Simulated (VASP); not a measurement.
# Os (P6_3/mmc) in VASP: notebook, part 2 of 2

VASP 6.6.1. The steps go on from the part before.

**4. Single point, PBE**

Input file INCAR:

```
PREC = Accurate
ENCUT = 520
EDIFF = 1E-7
ISMEAR = 0
SIGMA = 0.014
LREAL = False
LASPH = True
NELM = 60
ALGO = Normal
ISIF = 2
LWAVE = False
LCHARG = True
GGA = PE
LELF = True
LVHAR = True
NBANDS = 15
```

Input file KPOINTS:

```
regular mesh
0
Gamma
  11 11 6
```

Input file POSCAR:

```
Os
1.0
    2.7341000000      0.0000000000      0.0000000000
   -1.3670500000      2.3678000565      0.0000000000
    0.0000000000      0.0000000000      4.3197000000
Os
2
Direct
    0.6666666667      0.3333333333      0.7500000000
    0.3333333333      0.6666666667      0.2500000000
```

Potentials or basis: VASP PAW PBE potentials, release 64 (Os).

Command:

```bash
$ cat potpaw_PBE.64/Os/POTCAR > POTCAR
$ mpirun -np 1 vasp_std > vasp.out
```

OUTCAR:

```text
PREC = Accurate
   ENCUT = 520
   EDIFF = 1E-7
   ISMEAR = 0
   LREAL = False
   LASPH = True
   NELM = 60
   ISIF = 2
   GGA = PE

 ion  position               nearest neighbor table
   1  0.667  0.333  0.750-   2 2.68   2 2.68   2 2.68   2 2.68   2 2.68   2 2.68
   2  0.333  0.667  0.250-   1 2.68   1 2.68   1 2.68   1 2.68   1 2.68   1 2.68

  LATTYP: Found a hexagonal cell.
 ALAT       =     2.7341000000
 C/A-ratio  =     1.5799348963

  Lattice vectors:

 A1 = (   2.7341000000,   0.0000000000,   0.0000000000)
 A2 = (  -1.3670500000,   2.3678000565,   0.0000000000)
 A3 = (   0.0000000000,   0.0000000000,   4.3197000000)

Analysis of symmetry for initial positions (statically):
=====================================================================
 Subroutine PRICEL returns:
 Original cell was already a primitive cell.

 Routine SETGRP: Setting up the symmetry group for a
 hexagonal supercell.

 Subroutine GETGRP returns: Found 24 space group operations
 (whereof 12 operations were pure point group operations)
 out of a pool of 24 trial point group operations.

The static configuration has the point symmetry D_3d.
 The point group associated with its full space group is D_6h.

Analysis of symmetry for dynamics (positions and initial velocities):
=====================================================================
 Subroutine PRICEL returns:
 Original cell was already a primitive cell.

 Routine SETGRP: Setting up the symmetry group for a
 hexagonal supercell.

 Subroutine GETGRP returns: Found 24 space group operations
 (whereof 12 operations were pure point group operations)
 out of a pool of 24 trial point group operations.

The dynamic configuration has the point symmetry D_3d.
 The point group associated with its full space group is D_6h.

 Subroutine INISYM returns: Found 24 space group operations
 (whereof 12 operations are pure point group operations),
 and found     1 'primitive' translations

----------------------------------------------------------------------------------------

                                     Primitive cell

  volume of cell :      27.9649

  direct lattice vectors                    reciprocal lattice vectors
     2.734100000  0.000000000  0.000000000     0.365751070  0.211166479  0.000000000
    -1.367050000  2.367800057  0.000000000     0.000000000  0.422332957  0.000000000
     0.000000000  0.000000000  4.319700000     0.000000000  0.000000000  0.231497558

  length of vectors
     2.734100000  2.734100000  4.319700000     0.422332957  0.422332957  0.231497558

  position of ions in fractional coordinates (direct lattice)
     0.666666667  0.333333333  0.750000000
     0.333333333  0.666666667  0.250000000

  ion indices of the primitive-cell ions
   primitive index   ion index
                 1           1
                 2           2

----------------------------------------------------------------------------------------

 KPOINTS: regular mesh

[... 28 lines left out ...]
  0.363636 -0.000000  0.000000      6.000000
  0.454545  0.000000  0.000000      6.000000
[... 16 lines left out ...]
  0.090909  0.090909  0.166667     12.000000
  0.181818  0.090909  0.166667     24.000000
 [... further k-points ...]
   k-points           NKPTS =     64   k-points in BZ     NKDIM =     64   number of bands    NBANDS=     15
   number of dos      NEDOS =    301   number of ions     NIONS =      2
   total plane-waves  NPLWV =  12800
   dimension x,y,z NGX =    20 NGY =   20 NGZ =   32
   dimension x,y,z NGXF=    40 NGYF=   40 NGZF=   64
   ions per type =               2
   NGX,Y,Z   is equivalent  to a cutoff of  12.16, 12.16, 12.32 a.u.
   NGXF,Y,Z  is equivalent  to a cutoff of  24.32, 24.32, 24.63 a.u.
 SYSTEM =  unknown system
   PREC   = accura    normal or accurate (medium, high low for compatibility)
   ISTART =      0    job   : 0-new  1-cont  2-samecut
   ICHARG =      2    charge: 1-file 2-atom 10-const
   ISPIN  =      1    spin polarized calculation?
   LNONCOLLINEAR =      F non collinear calculations
   LSORBIT =      F    spin-orbit coupling
   LASPH  =      T    aspherical Exc in radial PAW
   ENCUT  =  520.0 eV  38.22 Ry    6.18 a.u.   5.08  5.08  8.03*2*pi/ulx,y,z
   NELM   =     60;   NELMIN=  2; NELMDL= -5     # of ELM steps
   EDIFF  = 0.1E-06   stopping-criterion for ELM
   LREAL  =      F    real-space projection
   EDIFFG = 0.1E-05   stopping-criterion for IOM
   NSW    =      0    number of steps for IOM
   IBRION =     -1    ionic relax: 0-MD 1-quasi-New 2-CG
   NFREE  =      0    steps in history (QN), initial steepest desc. (CG)
   ISIF   =      2    stress and relaxation
   ISYM   =      2    0-nonsym 1-usesym 2-fastsym
   POTIM  = 0.5000    time-step for ionic-motion
   TEBEG  =    0.0;   TEEND  =   0.0 temperature during run
   PSTRESS=    0.0 pullay stress
   NELECT =      16.0000    total number of electrons
   NUPDOWN=      -1.0000    fix difference up-down
   EMIN   =  10.00;   EMAX   =-10.00  energy-range for DOS
   EFERMI =   0.00;   METHOD = LEGACY
   ISMEAR =     0;   SIGMA  =   0.01  broadening in eV -4-tet -1-fermi 0-gaus
   EFERMI_NEDOS =   21; number of points for ismear=-14 and -15
   IALGO  =     38    algorithm
   IMIX   =      4    mixing-type and parameters
     AMIX     =   0.40;   BMIX     =  1.00
     AMIX_MAG =   1.60;   BMIX_MAG =  1.00
  volume/ion in A,a.u.               =      13.98        94.36
  Fermi-wavevector in a.u.,A,eV,Ry     =   1.359076  2.568282 25.131161  1.847088
  Thomas-Fermi vector in A             =   2.485855
   LORBIT       =      0    0 simple, 1 ext, 2 COOP (PROOUT), +10 PAW based schemes
   GGA     = PE    functional components
   LHFCALC =     F    Hartree Fock is set to
   AEXX    =    0.0000 exact exchange contribution
   IVDW    =     0    specifies the selected vdW correction
   LEPSILON=     F    determine dielectric tensor
   LRPA    =     F    only Hartree local field effects (RPA)
 non-spin polarized calculation
 Gauss-broadening in eV      SIGMA  =   0.01
  energy-cutoff  :      520.00
  volume of cell :       27.96
 maximum number of plane-waves:       768
   NGX = 11   NGY = 11   NGZ = 17

 number of electron      15.9999998 magnetization

 Free energy of the ion-electron system (eV)
  ---------------------------------------------------
  ext. energy  EPLUGINS =         0.00000000
  ---------------------------------------------------
  free energy    TOTEN  =       -22.46788715 eV

  energy without entropy =      -22.46763849  energy(sigma->0) =      -22.46776282

 E-fermi :   9.4099     XC(G=0): -14.0601

 val. band max:        9.4069946761   @ k =   0.0909   0.0000   0.3333
 cond. band min:       9.4908438622   @ k =   0.3636   0.0909   0.3333
 fundamental gap:      0.0838491862
 Fermi energy:         9.4099441153

 k-point     1 :       0.0000    0.0000    0.0000
  band No.  band energies     occupation
      1      -1.4737      2.00000
      2       1.6789      2.00000
      3       6.4220      2.00000
      4       6.4220      2.00000
      5       6.6709      2.00000
      6       7.2648      2.00000
      7       7.2648      2.00000
      8       7.9108      2.00000
      9       7.9108      2.00000
     10       9.4970      0.00000
     11      11.1642      0.00000
     12      11.1642      0.00000
     13      18.5534      0.00000
     14      23.5114      0.00000
[... 401 lines left out ...]
      2       3.2865      2.00000
      3       4.6949      2.00000
      4       4.9186      2.00000
      5       6.1722      2.00000
      6       6.7904      2.00000
      7       7.3674      2.00000
      8       8.3204      2.00000
      9       8.9318      2.00000
     10       9.3105      2.00000
     11      11.6035      0.00000
     12      15.0213      0.00000
     13      20.0220      0.00000
     14      24.6021      0.00000
     15      25.6917      0.00000

 [... further k-points ...]

------------------------ aborting loop because EDIFF is reached ----------------------------------------

  FORCE on cell =-STRESS in cart. coord.  units (eV):
  Direction    XX          YY          ZZ          XY          YZ          ZX
  --------------------------------------------------------------------------------------
  -------------------------------------------------------------------------------------
  Total        1.5183604      1.5183604      1.5683797      0.0000000      0.0000000      0.0000000
  in kB       86.9906255     86.9906255     89.8563543      0.0000000      0.0000000      0.0000000
  external PRESSURE =      87.9458685 kB  Pullay stress =       0.0000000 kB

 VOLUME and BASIS-vectors are now :
 -----------------------------------------------------------------------------
  energy-cutoff  :      520.00
  volume of cell :       27.96
      direct lattice vectors                 reciprocal lattice vectors
     2.734100000  0.000000000  0.000000000     0.365751070  0.211166479  0.000000000
    -1.367050000  2.367800057  0.000000000     0.000000000  0.422332957  0.000000000
     0.000000000  0.000000000  4.319700000     0.000000000  0.000000000  0.231497558

 POSITION                                       TOTAL-FORCE (eV/Angst)
 -----------------------------------------------------------------------------------
      1.36705      0.78927      3.23977        -0.000000      0.000000      0.000000
     -0.00000      1.57853      1.07993         0.000000     -0.000000      0.000000
 -----------------------------------------------------------------------------------
    total drift:                               -0.000000      0.000000     -0.000000

  FREE ENERGIE OF THE ION-ELECTRON SYSTEM (eV)
  ---------------------------------------------------
  free  energy   TOTEN  =       -22.4678871454 eV

  energy  without entropy=      -22.4676384923  energy(sigma->0) =      -22.46776282
```

OSZICAR:

```text
N       E                     dE             d eps       ncg     rms          rms(c)
DAV:   1     0.101627781336E+03    0.10163E+03   -0.75255E+03  1928   0.103E+03
DAV:   2    -0.190201492446E+02   -0.12065E+03   -0.10553E+03  1955   0.324E+02
DAV:   3    -0.238278452675E+02   -0.48077E+01   -0.46098E+01  2627   0.568E+01
DAV:   4    -0.238658083176E+02   -0.37963E-01   -0.37940E-01  2081   0.520E+00
DAV:   5    -0.238660038501E+02   -0.19553E-03   -0.19553E-03  2634   0.353E-01    0.234E+01
DAV:   6    -0.227929590380E+02    0.10730E+01   -0.86682E-01  2410   0.793E+00    0.107E+01
DAV:   7    -0.224760828503E+02    0.31688E+00   -0.59927E-01  2424   0.646E+00    0.574E-01
DAV:   8    -0.224692273354E+02    0.68555E-02   -0.65433E-03  1983   0.616E-01    0.235E-01
DAV:   9    -0.224678913455E+02    0.13360E-02   -0.11275E-03  2431   0.344E-01    0.501E-02
DAV:  10    -0.224679101038E+02   -0.18758E-04   -0.23328E-05  2368   0.365E-02    0.825E-03
DAV:  11    -0.224678880349E+02    0.22069E-04   -0.47390E-06  2172   0.239E-02    0.963E-04
DAV:  12    -0.224678871885E+02    0.84642E-06   -0.75218E-08  1971   0.286E-03    0.834E-04
DAV:  13    -0.224678871454E+02    0.43083E-07   -0.69874E-09  1282   0.860E-04
   1 F= -.22467887E+02 E0= -.22467763E+02  d E =-.248653E-03
```

stdout:

```text
POSCAR found type information on POSCAR Os
 POSCAR found :  1 types and       2 ions
 scaLAPACK will be used
 LDA part: xc-table for (Slater+PW92), standard interpolation
 POSCAR, INCAR and KPOINTS ok, starting setup
 FFT: planning ... GRIDC
 FFT: planning ... GRID_SOFT
 FFT: planning ... GRID
 WAVECAR not read
 entering main loop
```

Run time: 13 s. Hardware: 1 thread of Intel Xeon Platinum 8488C (Sapphire Rapids), shared host; peak memory 0.15 GiB.

Results:

* Free energy: -22.4679 eV
* Pressure: 8.8 GPa
* Band gap on the k mesh: zero (band 8 reaches 11.57 eV, above the bottom of band 9 at 7.68 eV)

Levels at points of the mesh, in eV from the Fermi level:
```tsv
k point	band 6	band 7	band 8	band 9	band 10	band 11
(0.00, 0.00, 0.00)	-2.15	-2.15	-1.50	-1.50	0.09	1.75
(0.00, 0.00, 0.50)	-3.18	-3.18	-3.18	0.96	0.96	0.96
```

Caveat: spin-orbit coupling is left out, which moves the levels of the heavy elements.

**5. Single point, PBE**

Input file INCAR:

```
SYSTEM = Os
ALGO = Fast
EDIFF = 1E-6
ENCUT = 520
GGA = PE
ISIF = 2
ISMEAR = 0
LASPH = .True.
LCHARG = .False.
LREAL = .False.
LWAVE = .False.
NBANDS = 15
NELM = 60
PREC = Accurate
SIGMA = 0.025
```

Input file KPOINTS:

```
k-points
0
Gamma
  11 11 6
  0 0 0
```

POSCAR is that of step 4.

Potentials or basis: VASP PAW PBE potentials, release 64 (Os).

Command:

```bash
$ cat potpaw_PBE.64/Os/POTCAR > POTCAR
$ mpirun -np 1 vasp_std > vasp.out
```

OUTCAR:

```text
SYSTEM = Os
   EDIFF = 1E-6
   ENCUT = 520
   GGA = PE
   ISIF = 2
   ISMEAR = 0
   LASPH = .True.
   LREAL = .False.
   NELM = 60
   PREC = Accurate

 ion  position               nearest neighbor table
   1  0.667  0.333  0.750-   2 2.68   2 2.68   2 2.68   2 2.68   2 2.68   2 2.68
   2  0.333  0.667  0.250-   1 2.68   1 2.68   1 2.68   1 2.68   1 2.68   1 2.68

  LATTYP: Found a hexagonal cell.
 ALAT       =     2.7341000000
 C/A-ratio  =     1.5799348963

  Lattice vectors:

 A1 = (   2.7341000000,   0.0000000000,   0.0000000000)
 A2 = (  -1.3670500000,   2.3678000565,   0.0000000000)
[... 612 lines left out ...]
     11      11.6043      0.00000
     12      15.0221      0.00000
     13      20.0225      0.00000
     14      24.6026      0.00000
     15      25.6921      0.00000

 [... further k-points ...]
[... 5 lines left out ...]
  --------------------------------------------------------------------------------------
  -------------------------------------------------------------------------------------
  Total        1.5094988      1.5094988      1.5606518     -0.0000000     -0.0000000      0.0000000
  in kB       86.4829216     86.4829216     89.4136002     -0.0000000     -0.0000000      0.0000000
  external PRESSURE =      87.4598145 kB  Pullay stress =       0.0000000 kB

 VOLUME and BASIS-vectors are now :
 -----------------------------------------------------------------------------
  energy-cutoff  :      520.00
  volume of cell :       27.96
      direct lattice vectors                 reciprocal lattice vectors
     2.734100000  0.000000000  0.000000000     0.365751070  0.211166479  0.000000000
    -1.367050000  2.367800057  0.000000000     0.000000000  0.422332957  0.000000000
     0.000000000  0.000000000  4.319700000     0.000000000  0.000000000  0.231497558

 POSITION                                       TOTAL-FORCE (eV/Angst)
 -----------------------------------------------------------------------------------
      1.36705      0.78927      3.23977         0.000000      0.000000      0.000000
     -0.00000      1.57853      1.07993        -0.000000      0.000000      0.000000
 -----------------------------------------------------------------------------------
    total drift:                               -0.000000      0.000000     -0.000000

  FREE ENERGIE OF THE ION-ELECTRON SYSTEM (eV)
  ---------------------------------------------------
  free  energy   TOTEN  =       -22.4680856836 eV

  energy  without entropy=      -22.4676293359  energy(sigma->0) =      -22.46785751
```

OSZICAR:

```text
N       E                     dE             d eps       ncg     rms          rms(c)
DAV:   1     0.101627586202E+03    0.10163E+03   -0.75255E+03  1928   0.103E+03
DAV:   2    -0.190202115242E+02   -0.12065E+03   -0.10553E+03  1955   0.324E+02
DAV:   3    -0.238279586011E+02   -0.48077E+01   -0.46103E+01  2627   0.568E+01
DAV:   4    -0.238659225547E+02   -0.37964E-01   -0.37941E-01  2081   0.520E+00
DAV:   5    -0.238661181241E+02   -0.19557E-03   -0.19556E-03  2634   0.353E-01    0.234E+01
RMM:   6    -0.227834774736E+02    0.10826E+01   -0.76209E-01  1924   0.651E+00    0.971E+00
RMM:   7    -0.224721527254E+02    0.31132E+00   -0.92397E-01  1951   0.583E+00    0.696E-01
RMM:   8    -0.224704798757E+02    0.16728E-02   -0.54930E-02  2075   0.279E+00    0.144E+00
RMM:   9    -0.224713782751E+02   -0.89840E-03   -0.16661E-02  2120   0.838E-01    0.593E-01
RMM:  10    -0.224680923344E+02    0.32859E-02   -0.86094E-03  1971   0.105E+00    0.348E-01
RMM:  11    -0.224680860425E+02    0.62920E-05   -0.45704E-04  2124   0.186E-01    0.353E-01
RMM:  12    -0.224680890982E+02   -0.30557E-05   -0.24803E-05  2175   0.394E-02    0.744E-02
RMM:  13    -0.224680862638E+02    0.28344E-05   -0.18077E-05  2087   0.329E-02    0.173E-01
RMM:  14    -0.224680856836E+02    0.58020E-06   -0.23312E-06  1674   0.152E-02
   1 F= -.22468086E+02 E0= -.22467858E+02  d E =-.456348E-03
```

stdout:

```text
POSCAR found type information on POSCAR Os
 POSCAR found :  1 types and       2 ions
 scaLAPACK will be used
 LDA part: xc-table for (Slater+PW92), standard interpolation
 POSCAR, INCAR and KPOINTS ok, starting setup
 FFT: planning ... GRIDC
 FFT: planning ... GRID_SOFT
 FFT: planning ... GRID
 WAVECAR not read
 entering main loop
```

Run time: 14 s. Hardware: 1 thread of Intel Xeon Platinum 8488C (Sapphire Rapids), shared host; peak memory 0.15 GiB.

What came out:

| Quantity | Value |
| --- | --- |
| Free energy | -22.4681 eV |
| Pressure | 8.7 GPa |
| Band gap on the k mesh | zero (band 8 reaches 11.57 eV, above the bottom of band 9 at 7.68 eV) |

Caveat: spin-orbit coupling is left out, which moves the levels of the heavy elements.

**6. Single point, PBEsol**

This run uses another cell than the first one, of 13.89 Å³/atom, 0.994 times its volume.

Input file INCAR:

```
PREC = Accurate
ENCUT = 520
EDIFF = 1E-6
ISMEAR = -1
SIGMA = 0.05
LREAL = False
LASPH = True
NELM = 100
ALGO = Normal
ISIF = 2
LWAVE = False
LCHARG = False
GGA = PS
NBANDS = 15
```

Input file KPOINTS:

```
regular mesh
0
Gamma
  11 11 6
```

Input file POSCAR:

```
Os
1.0
    2.7280947040      0.0000000000      0.0000000000
   -1.3640473520      2.3625993176      0.0000000000
    0.0000000000      0.0000000000      4.3115549177
Os
2
Direct
    0.6666666667      0.3333333333      0.7500000000
    0.3333333333      0.6666666667      0.2500000000
```

Potentials or basis: VASP PAW PBE potentials, release 64 (Os).

Command:

```bash
$ cat potpaw_PBE.64/Os/POTCAR > POTCAR
$ mpirun -np 1 vasp_std > vasp.out
```

Run time: 12 s. Hardware: 1 thread of Intel Xeon Platinum 8488C (Sapphire Rapids), shared host; peak memory 0.14 GiB.

It converged, with:

```
Free energy            : -24.4757 eV
Pressure               : 0.5 GPa
Band gap on the k mesh : zero (band 8 reaches 11.54 eV, above the bottom of band 9 at 7.60 eV)
```

Stress tensor (GPa, compression positive):
```
0.54 0.00 0.00
0.00 0.54 0.00
0.00 0.00 0.45
```

Levels at points of the mesh, in eV from the Fermi level:
```
           k point  band 6  band 7  band 8  band 9  band 10  band 11
(0.00, 0.00, 0.00)   -2.19   -2.19   -1.53   -1.53     0.04     1.76
(0.00, 0.00, 0.50)   -3.24   -3.24   -3.24    0.96     0.96     0.96
```

Caveat: the PAW data sets were made with another functional, which shifts forces and pressure a little; spin-orbit coupling is left out, which moves the levels of the heavy elements.

**7. The runs side by side**

| level | cell | smearing | gap on the mesh (eV) | pressure (GPa) |
| --- | --- | --- | --- | --- |
| PBE | a = 2.734, b = 2.734, c = 4.320 Å, angles 90.0, 90.0, 120.0°, 2 atoms | gaussian 0.02 eV | none | 8.8 |
| revPBE | a = 2.734, b = 2.734, c = 4.320 Å, angles 90.0, 90.0, 120.0°, 2 atoms | fermi-dirac 0.05 eV | none | 11.6 |
| PBE | a = 2.734, b = 2.734, c = 4.320 Å, angles 90.0, 90.0, 120.0°, 2 atoms | gaussian 0.014 eV | none | 8.8 |
| PBE | a = 2.734, b = 2.734, c = 4.320 Å, angles 90.0, 90.0, 120.0°, 2 atoms | gaussian 0.025 eV | none | 8.7 |
| PBEsol | a = 2.728, b = 2.728, c = 4.312 Å, angles 90.0, 90.0, 120.0°, 2 atoms | fermi-dirac 0.05 eV | none | 0.5 |

Alike in all rows: task single point; potentials or basis VASP PAW PBE potentials, release 64 (Os); no spin polarisation; k mesh 11 × 11 × 6; cutoff (eV) 520.

Every run on the cell as given and a fine mesh finds a metal. The pressure there spans 8.7 GPa (PBE) to 11.6 GPa (revPBE); a positive pressure means that this level wants a larger cell, a negative one a smaller.

Caveats: spin-orbit coupling is left out, which moves the levels of the heavy elements; the PAW data sets were made with another functional, which shifts forces and pressure a little (some runs).

Absolute energies hang on the potentials; compare differences alone.
